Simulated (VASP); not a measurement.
# Sb (Fm-3m) in VASP: settings compared, part 2 of 2

VASP 6.6.1. Earlier steps stand in the parts before.

**3. Relaxation of cell and atoms, PBE-based screened hybrid**

Input file POSCAR:

```
Sb
1.0
    0.0000000000      2.3712425216      2.3712425216
    2.3712425216      0.0000000000      2.3712425216
    2.3712425216      2.3712425216      0.0000000000
Sb
1
Direct
    0.0000000000      0.0000000000      0.0000000000
```

Input file INCAR.step1:

```
SYSTEM = Sb
ALGO = Normal ; EDIFF = 1E-5
ENCUT = 600 ; GGA = PE
ISMEAR = -1 ; LASPH = .True.
LCHARG = .False. ; LREAL = .False.
LWAVE = .True. ; NBANDS = 8
NELM = 100 ; PREC = Accurate
SIGMA = 0.05
```

Input file INCAR.step2:

```
SYSTEM = Sb
AEXX = 0.25 ; ALGO = Normal
EDIFF = 1E-7 ; EDIFFG = -0.01
ENCUT = 600 ; GGA = PE
HFSCREEN = 0.3 ; IBRION = 2
ISIF = 3 ; ISMEAR = -1
ISTART = 1 ; LASPH = .True.
LCHARG = .False. ; LHFCALC = .True.
LREAL = .False. ; LWAVE = .False.
NELM = 100 ; NSW = 60
PREC = Accurate ; PRECFOCK = Normal
SIGMA = 0.05
```

Input file KPOINTS:

```
k-points
0
Gamma
  5 5 5
  0 0 0
```

Potentials or basis: VASP PAW PBE potentials, release 64 (Sb).

Command:

```sh
$ cat potpaw_PBE.64/Sb/POTCAR > POTCAR
$ cp INCAR.step1 INCAR
$ mpirun -np 1 vasp_std > vasp.out
$ cp INCAR.step2 INCAR
$ mpirun -np 1 vasp_std > vasp.out
```

OUTCAR:

```text
SYSTEM = Sb
   AEXX = 0.25
   EDIFF = 1E-7
   EDIFFG = -0.01
   ENCUT = 600
   GGA = PE
   HFSCREEN = 0.3
   IBRION = 2
   ISIF = 3
   ISMEAR = -1
   ISTART = 1
   LASPH = .True.
   LHFCALC = .True.
   LREAL = .False.
   NELM = 100
   NSW = 60
   PREC = Accurate
   PRECFOCK = Normal

 ion  position               nearest neighbor table
   1  0.000  0.000  0.000-

  LATTYP: Found a face centered cubic cell.
 ALAT       =     4.7424850432

  Lattice vectors:

 A1 = (   0.0000000000,   2.3712425216,   2.3712425216)
 A2 = (   2.3712425216,   0.0000000000,   2.3712425216)
 A3 = (   2.3712425216,   2.3712425216,   0.0000000000)

Analysis of symmetry for initial positions (statically):
=====================================================================
 Subroutine PRICEL returns:
 Original cell was already a primitive cell.

 Routine SETGRP: Setting up the symmetry group for a
 face centered cubic supercell.

 Subroutine GETGRP returns: Found 48 space group operations
[... 9 lines left out ...]

 Routine SETGRP: Setting up the symmetry group for a
 face centered cubic supercell.

 Subroutine GETGRP returns: Found 48 space group operations
[... 11 lines left out ...]
                                     Primitive cell

  volume of cell :      26.6660

  direct lattice vectors                    reciprocal lattice vectors
     0.000000000  2.371242522  2.371242522    -0.210859916  0.210859916  0.210859916
     2.371242522  0.000000000  2.371242522     0.210859916 -0.210859916  0.210859916
     2.371242522  2.371242522  0.000000000     0.210859916  0.210859916 -0.210859916

  length of vectors
     3.353443334  3.353443334  3.353443334     0.365220089  0.365220089  0.365220089

  position of ions in fractional coordinates (direct lattice)
     0.000000000  0.000000000  0.000000000

  ion indices of the primitive-cell ions
   primitive index   ion index
                 1           1

----------------------------------------------------------------------------------------

 KPOINTS: k-points

Automatic generation of k-mesh.
 Grid dimensions read from file:
 generate k-points for:    5    5    5

 Generating k-lattice:

  Cartesian coordinates                     Fractional coordinates (reciprocal lattice)
    -0.042171983  0.042171983  0.042171983     0.200000000  0.000000000  0.000000000
     0.042171983 -0.042171983  0.042171983     0.000000000  0.200000000  0.000000000
     0.042171983  0.042171983 -0.042171983     0.000000000  0.000000000  0.200000000

  Length of vectors
     0.073044018  0.073044018  0.073044018

  Shift w.r.t. Gamma in fractional coordinates (k-lattice)
     0.000000000  0.000000000  0.000000000

 Subroutine IBZKPT returns following result:
 ===========================================

 Found     10 irreducible k-points:

 Following reciprocal coordinates:
            Coordinates               Weight
  0.000000  0.000000  0.000000      1.000000
  0.200000  0.000000  0.000000      8.000000
  0.400000  0.000000  0.000000      8.000000
  0.200000  0.200000  0.000000      6.000000
  0.400000  0.200000  0.000000     24.000000
 -0.400000  0.200000  0.000000     24.000000
 -0.200000  0.200000  0.000000     12.000000
  0.400000  0.400000  0.000000      6.000000
 -0.400000  0.400000  0.000000     12.000000
 -0.400000  0.400000  0.200000     24.000000
   k-points           NKPTS =     10   k-points in BZ     NKDIM =    125   number of bands    NBANDS=      6
   number of dos      NEDOS =    301   number of ions     NIONS =      1
   total plane-waves  NPLWV =  21952
   dimension x,y,z NGX =    28 NGY =   28 NGZ =   28
   dimension x,y,z NGXF=    56 NGYF=   56 NGZF=   56
   ions per type =               1
   NGX,Y,Z   is equivalent  to a cutoff of  13.88, 13.88, 13.88 a.u.
   NGXF,Y,Z  is equivalent  to a cutoff of  27.76, 27.76, 27.76 a.u.
 SYSTEM =  Sb
   PREC   = accura    normal or accurate (medium, high low for compatibility)
   ISTART =      1    job   : 0-new  1-cont  2-samecut
   ICHARG =      0    charge: 1-file 2-atom 10-const
   ISPIN  =      1    spin polarized calculation?
   LNONCOLLINEAR =      F non collinear calculations
   LSORBIT =      F    spin-orbit coupling
   LASPH  =      T    aspherical Exc in radial PAW
   ENCUT  =  600.0 eV  44.10 Ry    6.64 a.u.   6.70  6.70  6.70*2*pi/ulx,y,z
   NELM   =    100;   NELMIN=  2; NELMDL=  0     # of ELM steps
   EDIFF  = 0.1E-06   stopping-criterion for ELM
   LREAL  =      F    real-space projection
   EDIFFG = -.1E-01   stopping-criterion for IOM
   NSW    =     60    number of steps for IOM
   IBRION =      2    ionic relax: 0-MD 1-quasi-New 2-CG
   NFREE  =      1    steps in history (QN), initial steepest desc. (CG)
   ISIF   =      3    stress and relaxation
   ISYM   =      3    0-nonsym 1-usesym 2-fastsym
   POTIM  = 0.5000    time-step for ionic-motion
   TEBEG  =    0.0;   TEEND  =   0.0 temperature during run
   PSTRESS=    0.0 pullay stress
   NELECT =       5.0000    total number of electrons
   NUPDOWN=      -1.0000    fix difference up-down
   EMIN   =  10.00;   EMAX   =-10.00  energy-range for DOS
   EFERMI =   0.00;   METHOD = LEGACY
   ISMEAR =    -1;   SIGMA  =   0.05  broadening in eV -4-tet -1-fermi 0-gaus
   EFERMI_NEDOS =   21; number of points for ismear=-14 and -15
   IALGO  =     38    algorithm
   IMIX   =      1    mixing-type and parameters
     AMIX     =   0.40;   BMIX     =  1.00
     AMIX_MAG =   1.60;   BMIX_MAG =  1.00
  volume/ion in A,a.u.               =      26.67       179.95
  Fermi-wavevector in a.u.,A,eV,Ry     =   0.937013  1.770697 11.945820  0.877993
  Thomas-Fermi vector in A             =   2.064081
   LORBIT       =      0    0 simple, 1 ext, 2 COOP (PROOUT), +10 PAW based schemes
   GGA     = PE    functional components
   LHFCALC =     T    Hartree Fock is set to
   PRECFOCK=normal    Normal, Fast or Accurate (Low or Medium for compatibility)
   ENCUT4O =  -1.0   cutoff for four orbital integrals eV
   NKREDX  =     1    reduce k-point grid by
   NKREDY  =     1    reduce k-point grid by
   NKREDZ  =     1    reduce k-point grid by
   AEXX    =    0.2500 exact exchange contribution
   HFSCREEN=    0.3000 screening length (either q_TF or 0.3 A-1)
   HFSCREENC=   0.3000 screening length for correlation (either q_TF or 0.3 A-1)
   ENCUTFOCK=  -1.0 apply spherical cutoff to Coloumb kernel
   IVDW    =     0    specifies the selected vdW correction
   LEPSILON=     F    determine dielectric tensor
   LRPA    =     F    only Hartree local field effects (RPA)
 conjugate gradient relaxation of ions
 non-spin polarized calculation
  energy-cutoff  :      600.00
  volume of cell :       26.67
 maximum number of plane-waves:       899
  NGX = 24; NGY = 24; NGZ = 24

--------------------------------------- Ionic step        1  -------------------------------------------

 number of electron       5.0000000 magnetization

 Free energy of the ion-electron system (eV)
  ---------------------------------------------------
  ext. energy  EPLUGINS =         0.00000000
  ---------------------------------------------------
  free energy    TOTEN  =        -4.43120488 eV

  energy without entropy =       -4.41798070  energy(sigma->0) =       -4.42459279

------------------------ aborting loop because EDIFF is reached ----------------------------------------

  FORCE on cell =-STRESS in cart. coord.  units (eV):
  Direction    XX          YY          ZZ          XY          YZ          ZX
  --------------------------------------------------------------------------------------
  -------------------------------------------------------------------------------------
  Total       -0.1398683     -0.1398683     -0.1398683     -0.0000000      0.0000000     -0.0000000
  in kB       -8.4037275     -8.4037275     -8.4037275     -0.0000000      0.0000000     -0.0000000
  external PRESSURE =      -8.4037275 kB  Pullay stress =       0.0000000 kB
[... 55 lines left out ...]
  energy  without entropy=       -4.4180222540  energy(sigma->0) =       -4.42488727

--------------------------------------- Ionic step        3  -------------------------------------------

 number of electron       5.0000000 magnetization

 Free energy of the ion-electron system (eV)
  ---------------------------------------------------
  ext. energy  EPLUGINS =         0.00000000
  ---------------------------------------------------
  free energy    TOTEN  =        -4.43209176 eV

  energy without entropy =       -4.41858149  energy(sigma->0) =       -4.42533663

 E-fermi :   8.4901     XC(G=0):  -8.7228

 val. band max:        8.4360531263   @ k =  -0.4000   0.4000   0.2000
 cond. band min:       8.7179347220   @ k =  -0.2000   0.2000   0.0000
 fundamental gap:      0.2818815958
 Fermi energy:         8.4901406627

 k-point     1 :       0.0000    0.0000    0.0000
  band No.  band energies     occupation
      1      -5.7174      2.00000
      2      14.7441      0.00000
      3      14.7441      0.00000
      4      14.7441      0.00000
      5      19.2435      0.00000
      6      19.2435      0.00000

 k-point     2 :       0.2000    0.0000    0.0000
  band No.  band energies     occupation
      1      -4.8313      2.00000
      2       9.5099      0.00000
      3      13.8561      0.00000
      4      13.8561      0.00000
      5      17.7391      0.00000
      6      20.0816      0.00000
[... 98 lines left out ...]
  FREE ENERGIE OF THE ION-ELECTRON SYSTEM (eV)
  ---------------------------------------------------
  free  energy   TOTEN  =        -4.4320917633 eV

  energy  without entropy=       -4.4185814898  energy(sigma->0) =       -4.42533663

 reached required accuracy - stopping structural energy minimisation
```

Wall time 6.8 min (1 thread of Intel Xeon Platinum 8488C (Sapphire Rapids), shared host); peak memory 0.27 GiB.

Results:

| Property | Result |
| --- | --- |
| Free energy | -4.4321 eV |
| Relaxed volume | 26.33 Å³/atom |
| Relaxed cell | a = 3.339 Å, b = 3.339 Å, c = 3.339 Å, α = 60.00°, β = 60.00°, γ = 60.00° |
| Space group after relaxing (to 0.05 Å) | Fm-3m (No. 225) |
| Energy gained by relaxing | 0.9 meV/atom |
| Ionic steps | 3 |
| Pressure after relaxing | 0.0 GPa |

Step by step:
```
step  energy change (eV)  largest force (eV/Å)  pressure (GPa)  volume (Å³)
   1              0.0000                0.0000           -0.84        26.67
   2             -0.0005                0.0000            0.54        26.13
   3             -0.0009                0.0000            0.01        26.33
```

Final structure:
```
Sb
1.0
     0.00000    2.36131    2.36131
     2.36131    0.00000    2.36131
     2.36131    2.36131    0.00000
Sb
1
Direct
  0.00000 0.00000 0.00000
```

Caveat: the k points lie up to 0.46 Å⁻¹ apart in the final cell; the PAW data sets were made with another functional, which shifts forces and pressure a little; spin-orbit coupling is left out, which moves the levels of the heavy elements.

**4. Relaxation of cell and atoms, PBEsol-based screened hybrid**

POSCAR is that of step 3.

Input file INCAR.step1:

```
SYSTEM = Sb
PREC     = Accurate       ! precision mode
ENCUT    = 600            ! plane-wave cutoff, eV
EDIFF    = 1E-5           ! SCF threshold, eV
ISMEAR   = -1             ! smearing method
SIGMA    = 0.05           ! smearing width, eV
LREAL    = .False.        ! projectors in reciprocal space
LASPH    = .True.         ! aspherical terms in the spheres
NELM     = 80             ! most SCF steps
ALGO     = Normal         ! electronic algorithm
LWAVE    = .True.         ! write WAVECAR
LCHARG   = .False.        ! write CHGCAR
GGA      = PE             ! functional
NBANDS   = 8              ! bands
```

Input file INCAR.step2:

```
SYSTEM = Sb
PREC     = Accurate       ! precision mode
ENCUT    = 600            ! plane-wave cutoff, eV
EDIFF    = 1E-6           ! SCF threshold, eV
ISMEAR   = -1             ! smearing method
SIGMA    = 0.05           ! smearing width, eV
LREAL    = .False.        ! projectors in reciprocal space
LASPH    = .True.         ! aspherical terms in the spheres
NELM     = 80             ! most SCF steps
ALGO     = Normal         ! electronic algorithm
ISIF     = 3              ! what is computed and relaxed
LWAVE    = .False.        ! write WAVECAR
LCHARG   = .False.        ! write CHGCAR
GGA      = PS             ! functional
LHFCALC  = .True.         ! exact exchange
AEXX     = 0.25           ! exact-exchange fraction
HFSCREEN = 0.207          ! screening, 1/A
PRECFOCK = Normal       
IBRION   = 2              ! ionic algorithm
NSW      = 60             ! ionic steps
EDIFFG   = -0.01          ! ionic threshold
ISTART   = 1
```

Input file KPOINTS:

```
regular mesh
0
Gamma
  5 5 5
  0 0 0
```

Potentials or basis: VASP PAW PBE potentials, release 64 (Sb).

Command:

```sh
$ cat potpaw_PBE.64/Sb/POTCAR > POTCAR
$ cp INCAR.step1 INCAR
$ mpirun -np 1 vasp_std > vasp.out
$ cp INCAR.step2 INCAR
$ mpirun -np 1 vasp_std > vasp.out
```

OUTCAR:

```text
SYSTEM = Sb
   PREC = Accurate
   ENCUT = 600
   EDIFF = 1E-6
   ISMEAR = -1
   LREAL = .False.
   LASPH = .True.
   NELM = 80
   ISIF = 3
   GGA = PS
   LHFCALC = .True.
   AEXX = 0.25
   HFSCREEN = 0.207
   PRECFOCK = Normal
   IBRION = 2
   NSW = 60
   EDIFFG = -0.01
   ISTART = 1

 ion  position               nearest neighbor table
   1  0.000  0.000  0.000-

  LATTYP: Found a face centered cubic cell.
 ALAT       =     4.7424850432

  Lattice vectors:

 A1 = (   0.0000000000,   2.3712425216,   2.3712425216)
 A2 = (   2.3712425216,   0.0000000000,   2.3712425216)
 A3 = (   2.3712425216,   2.3712425216,   0.0000000000)

Analysis of symmetry for initial positions (statically):
=====================================================================
 Subroutine PRICEL returns:
 Original cell was already a primitive cell.

 Routine SETGRP: Setting up the symmetry group for a
 face centered cubic supercell.

 Subroutine GETGRP returns: Found 48 space group operations
[... 137 lines left out ...]
   LEPSILON=     F    determine dielectric tensor
   LRPA    =     F    only Hartree local field effects (RPA)
 conjugate gradient relaxation of ions
 non-spin polarized calculation
  energy-cutoff  :      600.00
  volume of cell :       26.67
 maximum number of plane-waves:       899
  NGX = 24; NGY = 24; NGZ = 24

--------------------------------------- Ionic step        1  -------------------------------------------

 number of electron       5.0000000 magnetization

 Free energy of the ion-electron system (eV)
  ---------------------------------------------------
  ext. energy  EPLUGINS =         0.00000000
  ---------------------------------------------------
  free energy    TOTEN  =        -4.90583077 eV

  energy without entropy =       -4.89314368  energy(sigma->0) =       -4.89948723

------------------------ aborting loop because EDIFF is reached ----------------------------------------

  FORCE on cell =-STRESS in cart. coord.  units (eV):
  Direction    XX          YY          ZZ          XY          YZ          ZX
  --------------------------------------------------------------------------------------
  -------------------------------------------------------------------------------------
  Total       -0.4895807     -0.4895807     -0.4895807      0.0000000      0.0000000      0.0000000
  in kB      -29.4155478    -29.4155478    -29.4155478      0.0000000      0.0000000      0.0000000
  external PRESSURE =     -29.4155478 kB  Pullay stress =       0.0000000 kB
[... 57 lines left out ...]
--------------------------------------- Ionic step        3  -------------------------------------------

 number of electron       5.0000000 magnetization

 Free energy of the ion-electron system (eV)
  ---------------------------------------------------
  ext. energy  EPLUGINS =         0.00000000
  ---------------------------------------------------
  free energy    TOTEN  =        -4.91634060 eV

  energy without entropy =       -4.90231992  energy(sigma->0) =       -4.90933026

 E-fermi :   8.7286     XC(G=0):  -8.7245

 val. band max:        8.6675959942   @ k =  -0.4000   0.4000   0.2000
 cond. band min:       9.0122785396   @ k =  -0.2000   0.2000   0.0000
 fundamental gap:      0.3446825454
 Fermi energy:         8.7285551552

 k-point     1 :       0.0000    0.0000    0.0000
  band No.  band energies     occupation
      1      -5.9081      2.00000
      2      15.4160      0.00000
      3      15.4160      0.00000
      4      15.4160      0.00000
      5      19.8287      0.00000
      6      19.8287      0.00000
[... 107 lines left out ...]
  FREE ENERGIE OF THE ION-ELECTRON SYSTEM (eV)
  ---------------------------------------------------
  free  energy   TOTEN  =        -4.9163405995 eV

  energy  without entropy=       -4.9023199194  energy(sigma->0) =       -4.90933026

 reached required accuracy - stopping structural energy minimisation
```

OUTCAR.step1:

```text
SYSTEM = Sb
   PREC = Accurate
   ENCUT = 600
   EDIFF = 1E-5
   ISMEAR = -1
   LREAL = .False.
[... 309 lines left out ...]
 -----------------------------------------------------------------------------------
      0.00000      0.00000      0.00000        -0.000000     -0.000000     -0.000000
 -----------------------------------------------------------------------------------
    total drift:                                0.000000      0.000000      0.000000

  FREE ENERGIE OF THE ION-ELECTRON SYSTEM (eV)
  ---------------------------------------------------
  free  energy   TOTEN  =        -3.7719694910 eV

  energy  without entropy=       -3.7580857830  energy(sigma->0) =       -3.76502764
```

Run time: 5.1 min. Hardware: 1 thread of Intel Xeon Platinum 8488C (Sapphire Rapids), shared host; peak memory 0.27 GiB.

What came out:

```
Free energy                            : -4.9163 eV
Relaxed volume                         : 25.55 Å³/atom
Relaxed cell                           : a = 3.306 Å, b = 3.306 Å, c = 3.306 Å, α = 60.00°, β = 60.00°, γ = 60.00°
Space group after relaxing (to 0.05 Å) : Fm-3m (No. 225)
Energy gained by relaxing              : 10.5 meV/atom
Ionic steps                            : 3
Pressure after relaxing                : 0.0 GPa
```

Step by step:
```csv
step,energy change (eV),largest force (eV/Å),pressure (GPa),volume (Å³)
1,0.0000,0.0000,-2.94,26.67
2,-0.0057,0.0000,2.16,24.82
3,-0.0105,0.0000,0.01,25.55
```

Final structure:
```yaml
crystal:
  lattice:
    - [0.00000, 2.33773, 2.33773]
    - [2.33773, 0.00000, 2.33773]
    - [2.33773, 2.33773, 0.00000]
  atoms:
    - { symbol: Sb, position: [0.00000, 0.00000, 0.00000] }
```

Levels at points of the mesh, in eV from the Fermi level:
```
           k point  band 1  band 2  band 3  band 4  band 5  band 6
(0.00, 0.00, 0.00)  -14.64    6.69    6.69    6.69   11.10   11.10
```

Caveat: the k points lie up to 0.47 Å⁻¹ apart in the final cell; the PAW data sets were made with another functional, which shifts forces and pressure a little; spin-orbit coupling is left out, which moves the levels of the heavy elements.

**5. Overview**

```csv
level,share of exact exchange,screening parameter,gap on the mesh (eV),pressure (GPa),relaxed volume (Å³/atom)
B3LYP,-,-,none,0.0,28.57
PBE-based screened hybrid,0.25,0.3 1/Å,none,0.0,26.33
PBEsol-based screened hybrid,0.25,0.207 1/Å,none,0.0,25.55
```

Alike in all rows: task relaxation of cell and atoms; potentials or basis VASP PAW PBE potentials, release 64 (Sb); no spin polarisation; cell relaxed; k mesh 5 × 5 × 5; cutoff (eV) 600; smearing fermi-dirac 0.05 eV.

Caveats: all runs use coarse meshes; the PAW data sets were made with another functional, which shifts forces and pressure a little; spin-orbit coupling is left out, which moves the levels of the heavy elements.

Total energies depend on the potentials used, so only differences within one code and one set of settings carry meaning.
